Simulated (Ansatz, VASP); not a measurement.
**Two plane-wave programs on MgO**

INCAR

```
SYSTEM = MgO
PREC = Accurate
ENCUT = 840
EDIFF = 1E-6
ISMEAR = -1
SIGMA = 0.001
LREAL = .False.
LASPH = .True.
NELM = 120
ALGO = Normal
ISIF = 2
LWAVE = .False.
LCHARG = .False.
GGA = PE
NBANDS = 15
GGA_COMPAT = .False.
```

Contents of KPOINTS:

```
Automatic mesh
0
Gamma
  8 8 8
  0 0 0
```

The input POSCAR:

```
MgO
1.0
    0.0000000000      2.1715000000      2.1715000000
    2.1715000000      0.0000000000      2.1715000000
    2.1715000000      2.1715000000      0.0000000000
Mg O
1 1
Direct
    0.0000000000      0.0000000000      0.0000000000
    0.5000000000      0.5000000000      0.5000000000
```

Input for Ansatz:

```yaml
crystal:
  lattice:
    - [0.0, 2.1715, 2.1715]
    - [2.1715, 0.0, 2.1715]
    - [2.1715, 2.1715, 0.0]
  atoms:
    - { symbol: Mg, position: [0.0, 0.0, 0.0] }
    - { symbol: O, position: [0.5, 0.5, 0.5] }
hamiltonian:
  xc: pbe
  pseudopotentials: { kind: paw }
basis:
  ecutwfc: 420
kpoints:
  mp_grid: { grid: [8, 8, 8] }
scf:
  occupations: { method: fermi_dirac, width: 0.001 }
  lower_state_search: "off"
  algorithm: density_mixing
  max_iter: 60
  mixing: {}
output:
  forces: true
  stress: true
```

Alike in both runs: task single point; functional PBE; k mesh 8 × 8 × 8; occupations fermi-dirac, width 0.001 eV; no spin polarisation.

```csv
,VASP,Ansatz
version,VASP 6.6.1,Ansatz 0.2.0
potentials or method,"VASP PAW PBE potentials, release 64 (Mg_sv, O), cutoff 840 eV","PAW, plane waves, scalar-relativistic"
valence electrons in the cell,16,16
```

```tsv
	VASP	Ansatz	Ansatz less VASP
pressure (GPa)	-8.2	-8.2	+0.04
```

With one functional, cell and mesh, what is left measures potentials, basis and numerics.
